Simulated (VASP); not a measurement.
# Si5C (P-6m2) in VASP: a series of runs, part 2 of 2

VASP 6.6.1.

### Step 5. Single point, PBE

This run uses another cell than the first one, of 20.39 Å³/atom.

INCAR reads:

```
SYSTEM = Si5C
PREC = Accurate
ENCUT = 520
EDIFF = 1E-6
ISMEAR = 0
SIGMA = 0.1
LREAL = .FALSE.
LASPH = .TRUE.
NELM = 100
ALGO = Normal
ISIF = 2
LWAVE = .FALSE.
LCHARG = .TRUE.
GGA = PE
LELF = .TRUE.
LVHAR = .TRUE.
NBANDS = 21
```

KPOINTS reads:

```
Automatic mesh
0
G
  12 12 4
  0 0 0
```

POSCAR reads:

```
Si5C
1.0
    3.1473114214      0.0000000000      0.0000000000
   -1.5736557107      2.7256516446      0.0000000000
    0.0000000000      0.0000000000     14.2612101534
Si C
5 1
Direct
    0.3333333333      0.6666666667      0.5820175859
    0.3333333333      0.6666666667      0.0000000000
    0.3333333333      0.6666666667      0.4179824141
    0.6666666667      0.3333333333      0.6913993904
    0.6666666667      0.3333333333      0.3086006096
    0.6666666667      0.3333333333      0.0000000000
```

Potentials or basis: VASP PAW PBE potentials, release 64 (Si, C).

Started as:

```
$ cat potpaw_PBE.64/Si/POTCAR potpaw_PBE.64/C/POTCAR > POTCAR
$ mpirun -np 1 vasp_std > vasp.out
```

OUTCAR:

```text
SYSTEM = Si5C
   PREC = Accurate
   ENCUT = 520
   EDIFF = 1E-6
   ISMEAR = 0
   LREAL = .FALSE.
   LASPH = .TRUE.
   NELM = 100
   ISIF = 2
   GGA = PE

 ion  position               nearest neighbor table
   1  0.333  0.667  0.582-   3 2.34   4 2.39   4 2.39   4 2.39
   2  0.333  0.667  0.000-   6 1.82   6 1.82   6 1.82
   3  0.333  0.667  0.418-   1 2.34   5 2.39   5 2.39   5 2.39
   4  0.667  0.333  0.691-   1 2.39   1 2.39   1 2.39
   5  0.667  0.333  0.309-   3 2.39   3 2.39   3 2.39
   6  0.667  0.333  0.000-   2 1.82   2 1.82   2 1.82

  LATTYP: Found a hexagonal cell.
 ALAT       =     3.1473114214
 C/A-ratio  =     4.5312357895

  Lattice vectors:

 A1 = (   3.1473114214,   0.0000000000,   0.0000000000)
 A2 = (  -1.5736557107,   2.7256516446,   0.0000000000)
 A3 = (   0.0000000000,   0.0000000000,  14.2612101534)

Analysis of symmetry for initial positions (statically):
=====================================================================
 Subroutine PRICEL returns:
 Original cell was already a primitive cell.

 Routine SETGRP: Setting up the symmetry group for a
 hexagonal supercell.

 Subroutine GETGRP returns: Found 12 space group operations
 (whereof 12 operations were pure point group operations)
 out of a pool of 24 trial point group operations.

The static configuration has the point symmetry D_3h.

Analysis of symmetry for dynamics (positions and initial velocities):
=====================================================================
 Subroutine PRICEL returns:
 Original cell was already a primitive cell.

 Routine SETGRP: Setting up the symmetry group for a
 hexagonal supercell.

 Subroutine GETGRP returns: Found 12 space group operations
 (whereof 12 operations were pure point group operations)
 out of a pool of 24 trial point group operations.

[... 121 lines left out ...]
   EMIN   =  10.00;   EMAX   =-10.00  energy-range for DOS
   EFERMI =   0.00;   METHOD = LEGACY
   ISMEAR =     0;   SIGMA  =   0.10  broadening in eV -4-tet -1-fermi 0-gaus
   EFERMI_NEDOS =   21; number of points for ismear=-14 and -15
   IALGO  =     38    algorithm
   IMIX   =      4    mixing-type and parameters
     AMIX     =   0.40;   BMIX     =  1.00
     AMIX_MAG =   1.60;   BMIX_MAG =  1.00
  volume/ion in A,a.u.               =      20.39       137.60
  Fermi-wavevector in a.u.,A,eV,Ry     =   0.951239  1.797582 12.311315  0.904856
  Thomas-Fermi vector in A             =   2.079691
   LORBIT       =      0    0 simple, 1 ext, 2 COOP (PROOUT), +10 PAW based schemes
   GGA     = PE    functional components
   LHFCALC =     F    Hartree Fock is set to
   AEXX    =    0.0000 exact exchange contribution
   IVDW    =     0    specifies the selected vdW correction
   LEPSILON=     F    determine dielectric tensor
   LRPA    =     F    only Hartree local field effects (RPA)
 non-spin polarized calculation
 Gauss-broadening in eV      SIGMA  =   0.10
  energy-cutoff  :      520.00
  volume of cell :      122.34
 maximum number of plane-waves:      3324
 NGX is ok and might be reduce to    24
   NGX = 11   NGY = 11   NGZ = 53

 number of electron      24.0000000 magnetization

 Free energy of the ion-electron system (eV)
  ---------------------------------------------------
  ext. energy  EPLUGINS =         0.00000000
  ---------------------------------------------------
  free energy    TOTEN  =       -32.92233125 eV

  energy without entropy =      -32.92005763  energy(sigma->0) =      -32.92119444

 E-fermi :   4.7167     XC(G=0):  -8.8212

 val. band max:        4.5119541360   @ k =   0.3333   0.0833   0.5000
 cond. band min:       4.7168089821   @ k =   0.5000   0.0000   0.5000
 fundamental gap:      0.2048548461
 Fermi energy:         4.7166888172

 k-point     1 :       0.0000    0.0000    0.0000
  band No.  band energies     occupation
      1      -9.4126      2.00000
      2      -8.3462      2.00000
      3      -7.5224      2.00000
      4      -3.7269      2.00000
      5      -0.7329      2.00000
      6       0.5230      2.00000
[... 565 lines left out ...]
     20       9.4254      0.00000
     21       9.8605      0.00000

 [... further k-points ...]
[... 5 lines left out ...]
  --------------------------------------------------------------------------------------
  -------------------------------------------------------------------------------------
  Total       -0.0119400     -0.0119400     -0.0968798      0.0000000     -0.0000000     -0.0000000
  in kB       -0.1563685     -0.1563685     -1.2687538      0.0000000     -0.0000000     -0.0000000
  external PRESSURE =      -0.5271636 kB  Pullay stress =       0.0000000 kB

 VOLUME and BASIS-vectors are now :
 -----------------------------------------------------------------------------
  energy-cutoff  :      520.00
  volume of cell :      122.34
      direct lattice vectors                 reciprocal lattice vectors
     3.147311421  0.000000000  0.000000000     0.317731507  0.183442371  0.000000000
    -1.573655711  2.725651645  0.000000000     0.000000000  0.366884742  0.000000000
     0.000000000  0.000000000 14.261210153     0.000000000  0.000000000  0.070120277

 POSITION                                       TOTAL-FORCE (eV/Angst)
 -----------------------------------------------------------------------------------
     -0.00000      1.81710      8.30028        -0.000000      0.000000      0.008393
     -0.00000      1.81710      0.00000         0.000000      0.000000      0.000000
     -0.00000      1.81710      5.96094        -0.000000      0.000000     -0.008393
      1.57366      0.90855      9.86019        -0.000000      0.000000     -0.019634
      1.57366      0.90855      4.40102        -0.000000     -0.000000      0.019634
      1.57366      0.90855      0.00000        -0.000000      0.000000      0.000000
 -----------------------------------------------------------------------------------
    total drift:                               -0.000000      0.000000      0.000000

  FREE ENERGIE OF THE ION-ELECTRON SYSTEM (eV)
  ---------------------------------------------------
  free  energy   TOTEN  =       -32.9223312526 eV

  energy  without entropy=      -32.9200576337  energy(sigma->0) =      -32.92119444
```

It took 60 s on 1 thread of Intel Xeon 6975P-C (Granite Rapids), shared host; peak memory 0.29 GiB.

What came out:

```yaml
Free_energy: -32.9223 eV
Pressure: -0.1 GPa
Largest_force: 0.020 eV/Å
Band_gap_on_the_k_mesh: zero (bands 12 and 13 overlap by 4.42 eV)
```

Forces in eV/Å, atoms in the order of the input:
```
Si   0.000  0.000  0.008
Si   0.000  0.000  0.000
Si   0.000  0.000 -0.008
Si   0.000  0.000 -0.020
Si   0.000  0.000  0.020
C    0.000  0.000  0.000
```

### Step 6. Relaxation of cell and atoms, PBE

This run uses another cell than the first one, of 19.50 Å³/atom.

INCAR reads:

```
SYSTEM = Si5C
ALGO = Normal ; EDIFF = 1E-6
EDIFFG = -0.04 ; ENCUT = 600
GGA = PE ; IBRION = 2
ISIF = 3 ; ISMEAR = 0
LASPH = .True. ; LCHARG = .False.
LREAL = .False. ; LWAVE = .False.
NELM = 80 ; NSW = 90
PREC = Accurate ; SIGMA = 0.1
```

KPOINTS reads:

```
k-points
0
Gamma
  6 6 2
  0 0 0
```

POSCAR reads:

```
Si5C
1.0
    3.1422475142      0.0000000000      0.0000000000
   -1.5711237571      2.7212661723      0.0000000000
    0.0000000000      0.0000000000     13.6834360121
Si C
5 1
Direct
    0.3333333333      0.6666666667      0.5857949161
    0.3333333333      0.6666666667      0.0000000000
    0.3333333333      0.6666666667      0.4142050839
    0.6666666667      0.3333333333      0.7001569288
    0.6666666667      0.3333333333      0.2998430712
    0.6666666667      0.3333333333      0.0000000000
```

Potentials or basis: VASP PAW PBE potentials, release 64 (Si, C).

Started as:

```
$ cat potpaw_PBE.64/Si/POTCAR potpaw_PBE.64/C/POTCAR > POTCAR
$ mpirun -np 1 vasp_std > vasp.out
```

Run time: 85 s. Hardware: 1 thread of Intel Xeon 6975P-C (Granite Rapids), shared host; peak memory 0.28 GiB.

It converged, with:

* Free energy: -33.0466 eV
* Relaxed volume: 19.33 Å³/atom
* Relaxed cell: a = 3.105 Å, b = 3.105 Å, c = 13.888 Å, α = 90.00°, β = 90.00°, γ = 120.00°
* Space group after relaxing (to 0.1 Å): P-6m2 (No. 187)
* Energy gained by relaxing: 6.6 meV/atom
* Ionic steps: 7
* Pressure after relaxing: 0.1 GPa
* Largest force after relaxing: 0.019 eV/Å
* Band gap on the k mesh: zero (bands 12 and 13 overlap by 4.98 eV)

Forces in eV/Å, atoms in the order of the input:
```
Si   0.000  0.000 -0.007
Si   0.000  0.000  0.000
Si   0.000  0.000  0.007
Si   0.000  0.000  0.019
Si   0.000  0.000 -0.019
C    0.000  0.000  0.000
```

Step by step:
```
step  energy change (eV)  largest force (eV/Å)  pressure (GPa)  volume (Å³)
   1              0.0000                0.4565           -0.44       117.01
   2             -0.0280                0.1292           -0.14       116.10
   3             -0.0296                0.2797           -0.05       115.87
   4             -0.0342                0.1746            0.49       115.33
   5             -0.0377                0.2043            0.27       115.53
   6             -0.0396                0.0512            0.02       116.06
   7             -0.0397                0.0188            0.06       115.96
```

Final structure:
```
Si C
1.0
     3.10511    0.00000    0.00000
    -1.55256    2.68910    0.00000
     0.00000    0.00000   13.88775
Si C
5 1
Direct
  0.33333 0.66667 0.58454
  0.33333 0.66667 0.00000
  0.33333 0.66667 0.41546
  0.66667 0.33333 0.70175
  0.66667 0.33333 0.29825
  0.66667 0.33333 0.00000
```

Levels at points of the mesh, in eV from the Fermi level:
| k point | band 8 | band 9 | band 10 | band 11 | band 12 | band 13 | band 14 | band 15 | band 16 |
| --- | --- | --- | --- | --- | --- | --- | --- | --- | --- |
| (0.00, 0.00, 0.00) | -2.22 | -2.22 | 1.10 | 2.54 | 3.40 | 3.40 | 3.98 | 3.98 | 5.32 |
| (0.50, 0.00, 0.00) | -3.73 | -2.98 | -2.03 | -1.32 | -0.31 | 0.24 | 0.81 | 0.85 | 1.68 |
| (0.00, 0.00, 0.50) | -2.22 | -2.22 | 0.58 | 3.40 | 3.40 | 3.49 | 3.98 | 3.98 | 4.58 |
| (0.50, 0.00, 0.50) | -3.73 | -3.00 | -1.79 | -1.59 | -0.26 | 0.24 | 0.81 | 0.90 | 1.53 |

Caveat: the k points lie up to 0.39 Å⁻¹ apart in the final cell, too coarse for converged energies and pressures of a metal.

### Step 7. The runs side by side

| task | cell | k mesh | cutoff (eV) | gap on the mesh (eV) | pressure (GPa) | largest force (eV/Å) |
| --- | --- | --- | --- | --- | --- | --- |
| single point | a = 3.106, b = 3.106, c = 13.853 Å, angles 90.0, 90.0, 120.0°, 6 atoms, atomic positions A | 6 × 6 × 2 | 520 | none | -0.1 | 0.02 |
| single point | a = 2.143, b = 2.143, c = 22.316 Å, angles 90.0, 90.0, 120.0°, 6 atoms, atomic positions B | 12 × 12 × 1 | 520 | none | 592.4 | - |
| single point | a = 3.142, b = 3.142, c = 13.683 Å, angles 90.0, 90.0, 120.0°, 6 atoms, atomic positions C | 12 × 12 × 1 | 520 | none | 0.1 | 0.01 |
| single point | a = 3.147, b = 3.147, c = 14.261 Å, angles 90.0, 90.0, 120.0°, 6 atoms, atomic positions D | 12 × 12 × 4 | 520 | none | -0.1 | 0.02 |
| relaxation of cell and atoms | relaxed from a = 3.142, b = 3.142, c = 13.683 Å, angles 90.0, 90.0, 120.0°, 6 atoms, atomic positions C | 6 × 6 × 2 | 600 | none | 0.1 | 0.02 |

Alike in all rows: level PBE; potentials or basis VASP PAW PBE potentials, release 64 (Si, C); no spin polarisation; smearing gaussian 0.1 eV.

Caveats: some runs use coarse meshes; atoms lie so close that the PAW spheres overlap strongly, which falsifies energies and pressures (at least some runs); the stress differs along the axes, from -0 to 889 GPa (at least some runs).

Total energies depend on the potentials used, so only differences within one code and one set of settings carry meaning.

The gap in the log of VASP goes by the Fermi energy; the results here count the filled bands.